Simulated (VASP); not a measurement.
Here is a VASP 6.6.1 calculation.

File INCAR:

```
SYSTEM = HfN
ALGO = Normal ; EDIFF = 1E-7
ENCUT = 520 ; GGA = PS
ISIF = 2 ; ISMEAR = 0
LASPH = .TRUE. ; LCHARG = .TRUE.
LELF = .TRUE. ; LREAL = .FALSE.
LVHAR = .TRUE. ; LWAVE = .FALSE.
NBANDS = 14 ; NELM = 80
PREC = Accurate ; SIGMA = 0.15
```

KPOINTS

```
k-points
0
G
  16 16 16
  0 0 0
```

Contents of POSCAR:

```
HfN
1.0
    0.0000000000      2.5775631000      2.4548220000
    2.3320809000      0.0000000000      2.4548220000
    2.3320809000      2.5775631000      0.0000000000
Hf N
1 1
Direct
    0.0000000000      0.0000000000      0.0000000000
    0.7500000000      0.7500000000      0.7500000000
```

Potentials or basis: VASP PAW PBE potentials, release 64 (Hf_pv, N).

Launch:

```console
$ cat potpaw_PBE.64/Hf_pv/POTCAR potpaw_PBE.64/N/POTCAR > POTCAR
$ mpirun -np 1 vasp_std > vasp.out
```

Q: Estimate the band gap on the k mesh.

A: Zero (an odd number of electrons rules out a gap without spin polarisation).

Q: Estimate the pressure.

A: -5.9 GPa.

Stress tensor (GPa, compression positive):
```
  1.02   0.00   0.00
  0.00 -13.78   0.00
  0.00   0.00  -4.81
```

Caveat: the cell differs from its parent crystal (strain -0.0500 x Voigt [1, -1, 0, 0, 0, 0]); the cell stands under tension; the PAW data sets were made with another functional, which shifts forces and pressure a little; spin-orbit coupling is left out, which moves the levels of the heavy elements.
